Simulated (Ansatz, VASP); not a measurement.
ZnSe: VASP beside Ansatz

File INCAR:

```
  PREC = Accurate
  ENCUT = 500
  EDIFF = 1E-6
  ISMEAR = 0
  SIGMA = 0.01
  LREAL = F
  LASPH = T
  NELM = 120
  ALGO = Normal
  ISIF = 2
  LWAVE = F
  LCHARG = F
  GGA = RP
  NBANDS = 16
  GGA_COMPAT = F
```

Contents of KPOINTS:

```
Automatic mesh
0
Gamma
  8 8 8
```

The input POSCAR:

```
ZnSe
1.0
    0.0000000000      2.8338000000      2.8338000000
    2.8338000000      0.0000000000      2.8338000000
    2.8338000000      2.8338000000      0.0000000000
Se Zn
1 1
Direct
    0.7500000000      0.7500000000      0.7500000000
    0.0000000000      0.0000000000      0.0000000000
```

File input.yaml:

```yaml
crystal:
  lattice:
    - [0.0, 2.8338, 2.8338]
    - [2.8338, 0.0, 2.8338]
    - [2.8338, 2.8338, 0.0]
  atoms:
    - { symbol: Se, position: [0.75, 0.75, 0.75] }
    - { symbol: Zn, position: [0.0, 0.0, 0.0] }
hamiltonian:
  xc: rpbe
  pseudopotentials: { kind: paw, core: large }
kpoints:
  mp_grid: { grid: [8, 8, 8] }
scf:
  occupations: { method: fixed }
output:
  forces: true
  stress: true
  eigenvalues: true
  write_density: true
  write_potential: true
  elf: true
  volumetric_format: npy
```

Alike in both runs: task single point; functional RPBE; k mesh 8 × 8 × 8; no spin polarisation.

|  | VASP | Ansatz |
| --- | --- | --- |
| version | VASP 6.6.1 | Ansatz 0.2.0 |
| potentials or method | VASP PAW PBE potentials, release 64 (Se, Zn) | Ansatz PAW large core |
| plane-wave cutoff (eV) | 500 | 420 |
| occupations | gaussian, width 0.01 eV | fixed |
| valence electrons in the cell | 18 | 18 |

Ansatz gave:

- gap on the k mesh at the Fermi level (eV): 1.47
- least direct gap on the mesh (eV): 1.47
- pressure (GPa): 4.4

Question: Estimate VASP's values.

Answer: gap on the k mesh at the Fermi level (eV): 1.45; least direct gap on the mesh (eV): 1.45; pressure (GPa): 4.6.

VASP's potentials were made for PBE, not for RPBE.
